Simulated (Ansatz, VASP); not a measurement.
ZnSnN2: VASP beside Ansatz

The input INCAR:

```
SYSTEM = ZnSnN2
PREC = Accurate
ENCUT = 520
EDIFF = 1E-6
ISMEAR = 0
SIGMA = 0.5
LREAL = .FALSE.
LASPH = .TRUE.
NELM = 60
ALGO = Normal
ISIF = 2
LWAVE = .FALSE.
LCHARG = .FALSE.
GGA = PS
NBANDS = 26
```

The input KPOINTS:

```
regular mesh
0
G
  6 6 4
  0 0 0
```

The input POSCAR:

```
ZnSnN2
1.0
    3.2065606148      0.0000000000      0.0000000000
    0.0000000000      3.2065606148      0.0000000000
    0.0000000000      0.0000000000      4.3142270821
Zn N Sn
1 2 1
Direct
    0.0000000000      0.0000000000      0.0000000000
    0.0000000000      0.0000000000      0.5000000000
    0.5000000000      0.5000000000      0.0000000000
    0.5000000000      0.5000000000      0.5000000000
```

Input for Ansatz:

```yaml
crystal:
  lattice:
    - [3.2065606148, 0.0, 0.0]
    - [0.0, 3.2065606148, 0.0]
    - [0.0, 0.0, 4.3142270821]
  atoms:
    - { symbol: Zn, position: [0.0, 0.0, 0.0] }
    - { symbol: "N", position: [0.0, 0.0, 0.5] }
    - { symbol: Sn, position: [0.5, 0.5, 0.5] }
    - { symbol: "N", position: [0.5, 0.5, 0.0] }
kpoints:
  mp_grid: { grid: [6, 6, 4] }
hamiltonian:
  xc: pbesol
scf:
  occupations: { method: gaussian, width: 0.5 }
  n_extra_bands: 5
output:
  forces: true
  stress: true
  eigenvalues: true
```

Alike in both runs: task single point; functional PBEsol; k mesh 6 × 6 × 4; occupations gaussian, width 0.5 eV; no spin polarisation.

|  | VASP | Ansatz |
| --- | --- | --- |
| version | VASP 6.6.1 | Ansatz 0.2.0 |
| potentials or method | VASP PAW PBE potentials, release 64 (Zn, N, Sn_d) | plane waves |
| plane-wave cutoff (eV) | 520 | 420 |
| valence electrons in the cell | 36 | 36 |

VASP gave:

| Item | Value |
| --- | --- |
| pressure (GPa) | 0.9 |

Estimate Ansatz's values.

pressure (GPa): 0.4.

VASP's potentials were made for PBE, not for PBEsol.

The k mesh is coarse, so the values compare programs but aren't converged.
